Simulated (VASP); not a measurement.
# LiCl in VASP: notebook

LiCl is run at these levels: r2SCAN; tasks: single point.

All numbers are computed with VASP 6.6.1; they aren't measurements. Logs are shortened: lines on timing, memory, paths and dates and some standing lists are left out, and cuts for length are marked.

## Step 1: The cell of the first run

Symmetry: P6_3mc, No. 186, hexagonal system. The conventional cell has a = 3.992 Å, b = 3.992 Å, c = 6.380 Å, α = 90.00°, β = 90.00°, γ = 120.00°. Li (site symmetry 3m) has 4 Cl at 2.43 Å within 3.2 Å. Within 3.2 Å of Cl (site symmetry 3m) lie 4 Li at 2.43 Å.

## Step 2: Single point, r2SCAN (strain +2.5%)

File POSCAR:

```
LiCl
1.0
    3.9915386862      0.0000000000      0.0000000000
   -1.9957693431      3.4567739024      0.0000000000
    0.0000000000      0.0000000000      6.3800688566
Li Cl
2 2
Direct
    0.3333333333      0.6666666667     -0.0031270717
    0.6666666667      0.3333333333      0.4968729283
    0.3333333333      0.6666666667      0.3781270717
    0.6666666667      0.3333333333      0.8781270717
```

File INCAR.step1:

```
SYSTEM = LiCl
PREC = Accurate
ENCUT = 520
ISMEAR = 0
SIGMA = 0.01
LREAL = .FALSE.
LASPH = .TRUE.
NELM = 100
NBANDS = 18
GGA = PE
ALGO = Normal
EDIFF = 1E-4
LWAVE = .TRUE.
LCHARG = .FALSE.
```

File INCAR.step2:

```
SYSTEM = LiCl
PREC = Accurate
ENCUT = 520
EDIFF = 1E-7
ISMEAR = 0
SIGMA = 0.01
LREAL = .FALSE.
LASPH = .TRUE.
NELM = 100
ALGO = Normal
ISIF = 2
LWAVE = .FALSE.
LCHARG = .TRUE.
METAGGA = R2SCAN
LMIXTAU = .TRUE.
LELF = .TRUE.
LVHAR = .TRUE.
NBANDS = 18
ISTART = 1
```

File KPOINTS:

```
regular mesh
0
G
  12 12 4
  0 0 0
```

Potentials or basis: VASP PAW PBE potentials, release 64 (Li_sv, Cl).

Launch:

```bash
$ cat potpaw_PBE.64/Li_sv/POTCAR potpaw_PBE.64/Cl/POTCAR > POTCAR
$ cp INCAR.step1 INCAR
$ mpirun -np 1 vasp_std > vasp.out
$ cp INCAR.step2 INCAR
$ mpirun -np 1 vasp_std > vasp.out
```

OUTCAR:

```text
SYSTEM = LiCl
   PREC = Accurate
   ENCUT = 520
   EDIFF = 1E-7
   ISMEAR = 0
   LREAL = .FALSE.
   LASPH = .TRUE.
   NELM = 100
   ISIF = 2
   METAGGA = R2SCAN
   ISTART = 1

 ion  position               nearest neighbor table
   1  0.333  0.667  0.997-   4 2.43   4 2.43   4 2.43   3 2.43
   2  0.667  0.333  0.497-   3 2.43   3 2.43   3 2.43   4 2.43
   3  0.333  0.667  0.378-   2 2.43   2 2.43   2 2.43   1 2.43
   4  0.667  0.333  0.878-   1 2.43   1 2.43   1 2.43   2 2.43

  LATTYP: Found a hexagonal cell.
 ALAT       =     3.9915386862
 C/A-ratio  =     1.5983983517

  Lattice vectors:

 A1 = (   3.9915386862,   0.0000000000,   0.0000000000)
 A2 = (  -1.9957693431,   3.4567739024,   0.0000000000)
 A3 = (   0.0000000000,   0.0000000000,   6.3800688566)

Analysis of symmetry for initial positions (statically):
=====================================================================
 Subroutine PRICEL returns:
 Original cell was already a primitive cell.

 Routine SETGRP: Setting up the symmetry group for a
 hexagonal supercell.

 Subroutine GETGRP returns: Found 12 space group operations
 (whereof  6 operations were pure point group operations)
 out of a pool of 24 trial point group operations.

The static configuration has the point symmetry C_3v.
 The point group associated with its full space group is C_6v.

Analysis of symmetry for dynamics (positions and initial velocities):
=====================================================================
 Subroutine PRICEL returns:
 Original cell was already a primitive cell.

 Routine SETGRP: Setting up the symmetry group for a
 hexagonal supercell.

 Subroutine GETGRP returns: Found 12 space group operations
 (whereof  6 operations were pure point group operations)
 out of a pool of 24 trial point group operations.

The dynamic configuration has the point symmetry C_3v.
 The point group associated with its full space group is C_6v.

 Subroutine INISYM returns: Found 12 space group operations
 (whereof  6 operations are pure point group operations),
 and found     1 'primitive' translations

----------------------------------------------------------------------------------------

                                     Primitive cell

  volume of cell :      88.0312
[... 85 lines left out ...]
   ISTART =      1    job   : 0-new  1-cont  2-samecut
   ICHARG =      0    charge: 1-file 2-atom 10-const
   ISPIN  =      1    spin polarized calculation?
   LNONCOLLINEAR =      F non collinear calculations
   LSORBIT =      F    spin-orbit coupling
   LASPH  =      T    aspherical Exc in radial PAW
   ENCUT  =  520.0 eV  38.22 Ry    6.18 a.u.   7.42  7.42 11.86*2*pi/ulx,y,z
   NELM   =    100;   NELMIN=  2; NELMDL=  0     # of ELM steps
   EDIFF  = 0.1E-06   stopping-criterion for ELM
   LREAL  =      F    real-space projection
   EDIFFG = 0.1E-05   stopping-criterion for IOM
   NSW    =      0    number of steps for IOM
   IBRION =     -1    ionic relax: 0-MD 1-quasi-New 2-CG
   NFREE  =      0    steps in history (QN), initial steepest desc. (CG)
   ISIF   =      2    stress and relaxation
   ISYM   =      2    0-nonsym 1-usesym 2-fastsym
   POTIM  = 0.5000    time-step for ionic-motion
   TEBEG  =    0.0;   TEEND  =   0.0 temperature during run
   PSTRESS=    0.0 pullay stress
   NELECT =      20.0000    total number of electrons
   NUPDOWN=      -1.0000    fix difference up-down
   EMIN   =  10.00;   EMAX   =-10.00  energy-range for DOS
   EFERMI =   0.00;   METHOD = LEGACY
   ISMEAR =     0;   SIGMA  =   0.01  broadening in eV -4-tet -1-fermi 0-gaus
   EFERMI_NEDOS =   21; number of points for ismear=-14 and -15
   IALGO  =     38    algorithm
   IMIX   =      4    mixing-type and parameters
     AMIX     =   0.40;   BMIX     =  1.00
     AMIX_MAG =   1.60;   BMIX_MAG =  1.00
  volume/ion in A,a.u.               =      22.01       148.52
  Fermi-wavevector in a.u.,A,eV,Ry     =   0.998940  1.887722 13.576988  0.997881
  Thomas-Fermi vector in A             =   2.131197
   LORBIT       =      0    0 simple, 1 ext, 2 COOP (PROOUT), +10 PAW based schemes
   METAGGA = R2SCAN    functional components
   LHFCALC =     F    Hartree Fock is set to
   AEXX    =    0.0000 exact exchange contribution
   IVDW    =     0    specifies the selected vdW correction
   LEPSILON=     F    determine dielectric tensor
   LRPA    =     F    only Hartree local field effects (RPA)
 non-spin polarized calculation
 Gauss-broadening in eV      SIGMA  =   0.01
  energy-cutoff  :      520.00
  volume of cell :       88.03
 maximum number of plane-waves:      2406
 NGX is ok and might be reduce to    30
   NGX = 15   NGY = 15   NGZ = 23

 number of electron      20.0000015 magnetization

 Free energy of the ion-electron system (eV)
  ---------------------------------------------------
  ext. energy  EPLUGINS =         0.00000000
  ---------------------------------------------------
  free energy    TOTEN  =       -25.13160311 eV

  energy without entropy =      -25.13160311  energy(sigma->0) =      -25.13160311

 E-fermi :  -1.7300     XC(G=0):  -7.8379

 val. band max:       -1.9234529908   @ k =   0.0000   0.0000   0.0000
 cond. band min:       4.5495307054   @ k =   0.0000   0.0000   0.0000
 fundamental gap:      6.4729836962
 Fermi energy:        -1.7300438636

 k-point     1 :       0.0000    0.0000    0.0000
  band No.  band energies     occupation
      1     -46.2692      2.00000
      2     -46.2680      2.00000
      3     -15.1232      2.00000
      4     -14.8495      2.00000
      5      -3.8170      2.00000
      6      -2.2988      2.00000
[... 481 lines left out ...]
      5      -3.4942      2.00000
      6      -3.1708      2.00000
[... 10 lines left out ...]
     17      10.5237      0.00000
     18      11.0873      0.00000

 [... further k-points ...]
[... 5 lines left out ...]
  --------------------------------------------------------------------------------------
  -------------------------------------------------------------------------------------
  Total       -1.0805124     -1.0805124     -1.0680349      0.0000000      0.0000000      0.0000000
  in kB      -19.6654398    -19.6654398    -19.4383480      0.0000000      0.0000000      0.0000000
  external PRESSURE =     -19.5897426 kB  Pullay stress =       0.0000000 kB

 VOLUME and BASIS-vectors are now :
 -----------------------------------------------------------------------------
  energy-cutoff  :      520.00
  volume of cell :       88.03
      direct lattice vectors                 reciprocal lattice vectors
     3.991538686  0.000000000  0.000000000     0.250529953  0.144643536  0.000000000
    -1.995769343  3.456773902  0.000000000     0.000000000  0.289287072  0.000000000
     0.000000000  0.000000000  6.380068857     0.000000000  0.000000000  0.156738120

 POSITION                                       TOTAL-FORCE (eV/Angst)
 -----------------------------------------------------------------------------------
     -0.00000      2.30452      6.36012        -0.000000      0.000000     -0.000204
      1.99577      1.15226      3.17008         0.000000     -0.000000     -0.000204
     -0.00000      2.30452      2.41248        -0.000000      0.000000      0.000204
      1.99577      1.15226      5.60251         0.000000     -0.000000      0.000204
 -----------------------------------------------------------------------------------
    total drift:                               -0.000001     -0.000001     -0.020926

  FREE ENERGIE OF THE ION-ELECTRON SYSTEM (eV)
  ---------------------------------------------------
  free  energy   TOTEN  =       -25.1316031112 eV

  energy  without entropy=      -25.1316031112  energy(sigma->0) =      -25.13160311
```

OUTCAR.step1:

```text
SYSTEM = LiCl
   PREC = Accurate
   ENCUT = 520
   ISMEAR = 0
   LREAL = .FALSE.
   LASPH = .TRUE.
   NELM = 100
[... 735 lines left out ...]
      1.99577      1.15226      3.17008         0.000000      0.000000      0.002715
     -0.00000      2.30452      2.41248         0.000000     -0.000000     -0.002715
      1.99577      1.15226      5.60251        -0.000000      0.000000     -0.002715
 -----------------------------------------------------------------------------------
    total drift:                               -0.000001     -0.000001      0.000887

  FREE ENERGIE OF THE ION-ELECTRON SYSTEM (eV)
  ---------------------------------------------------
  free  energy   TOTEN  =       -14.8589034685 eV

  energy  without entropy=      -14.8589034685  energy(sigma->0) =      -14.85890347
```

Wall time 3.7 min (1 thread of Intel Xeon Platinum 8559C (Emerald Rapids), shared host); peak memory 0.24 GiB.

What came out:

```yaml
Free_energy: -25.1316 eV
Band_gap_on_the_k_mesh: 6.47 eV
```

Levels at points of the mesh, in eV from the valence-band top:
```csv
k point,band 8,band 9,band 10,band 11,band 12,band 13
"(0.00, 0.00, 0.00)",-0.08,-0.08,0.00,6.47,8.84,10.71
"(0.50, 0.00, 0.00)",-0.85,-0.53,-0.32,8.40,8.53,9.70
"(0.00, 0.00, 0.50)",-0.23,-0.23,-0.23,7.78,7.78,10.90
"(0.50, 0.00, 0.50)",-0.60,-0.54,-0.54,7.96,7.96,10.57
```

Caveat: the cell differs from its parent crystal (strain +2.5%); the cutoff is under 1.25 times the usual one of these potentials, so pressure, stress and relaxed cells hold a basis-set (Pulay) error; the structure was generated, so it needn't be the stable form of LiCl; the PAW data sets were made with another functional, which shifts forces and pressure a little.

## Step 3: Single point, r2SCAN (shear xy strain +3.0%)

File POSCAR:

```
LiCl
1.0
    3.8941840841      0.0584127613      0.0000000000
   -1.8965051069      3.3432559632      0.0000000000
    0.0000000000      0.0000000000      6.2244574211
Li Cl
2 2
Direct
    0.3312129375      0.6666822558     -0.0031476859
    0.6687870625      0.3333177442      0.4968523141
    0.3280244883      0.6669280722      0.3781476859
    0.6719755117      0.3330719278      0.8781476859
```

File INCAR.step1:

```
SYSTEM = LiCl
ALGO = Normal
EDIFF = 1E-4
ENCUT = 520
GGA = PE
ISMEAR = 0
LASPH = .True.
LCHARG = .False.
LREAL = .False.
LWAVE = .True.
NBANDS = 18
NELM = 80
PREC = Accurate
SIGMA = 0.01
```

File INCAR.step2:

```
SYSTEM = LiCl
ALGO = Normal
EDIFF = 1E-6
ENCUT = 520
ISIF = 2
ISMEAR = 0
ISTART = 1
LASPH = .True.
LCHARG = .False.
LMIXTAU = .True.
LREAL = .False.
LWAVE = .False.
METAGGA = R2SCAN
NBANDS = 18
NELM = 80
PREC = Accurate
SIGMA = 0.01
```

File KPOINTS:

```
k-points
0
Gamma
  12 12 4
  0 0 0
```

Potentials or basis: VASP PAW PBE potentials, release 64 (Li_sv, Cl).

Launch:

```bash
$ cat potpaw_PBE.64/Li_sv/POTCAR potpaw_PBE.64/Cl/POTCAR > POTCAR
$ cp INCAR.step1 INCAR
$ mpirun -np 1 vasp_std > vasp.out
$ cp INCAR.step2 INCAR
$ mpirun -np 1 vasp_std > vasp.out
```

Wall time 12 min (1 thread of Intel Xeon Platinum 8559C (Emerald Rapids), shared host); peak memory 0.39 GiB.

Results (log left out):

```
Free energy            : -25.1722 eV
Largest force          : 0.017 eV/Å
Band gap on the k mesh : 6.74 eV
```

Forces in eV/Å, atoms in the order of the input:
```
Li  -0.005  0.013  0.009
Li   0.005 -0.013  0.009
Cl   0.002  0.001 -0.009
Cl  -0.002 -0.001 -0.009
```

Levels at points of the mesh, in eV from the valence-band top:
```tsv
k point	band 6	band 7	band 8	band 9	band 10	band 11	band 12	band 13	band 14	band 15
(0.00, 0.00, 0.00)	-0.49	-0.36	-0.13	-0.04	0.00	6.74	9.07	10.66	10.95	11.37
(0.50, 0.00, 0.00)	-1.44	-1.20	-0.87	-0.63	-0.29	8.54	8.67	10.02	11.25	11.34
(0.00, 0.50, 0.00)	-1.43	-1.19	-0.96	-0.61	-0.36	8.46	8.61	9.96	11.08	11.42
(0.50, 0.50, 0.00)	-1.42	-1.17	-1.05	-0.58	-0.44	8.39	8.56	9.90	10.92	11.49
(0.00, 0.00, 0.50)	-1.17	-0.31	-0.31	-0.20	-0.20	8.07	8.07	10.89	10.89	11.08
(0.50, 0.00, 0.50)	-1.92	-0.61	-0.61	-0.59	-0.59	8.03	8.03	10.72	10.72	12.75
(0.00, 0.50, 0.50)	-1.90	-0.68	-0.68	-0.60	-0.60	8.02	8.02	10.70	10.70	12.63
(0.50, 0.50, 0.50)	-1.89	-0.76	-0.76	-0.61	-0.61	8.02	8.02	10.68	10.68	12.50
```

Caveat: the cell differs from its parent crystal (shear xy strain +3.0%); the cutoff is under 1.25 times the usual one of these potentials, so pressure, stress and relaxed cells hold a basis-set (Pulay) error; the structure was generated, so it needn't be the stable form of LiCl; the PAW data sets were made with another functional, which shifts forces and pressure a little. A k mesh can miss the band edges.
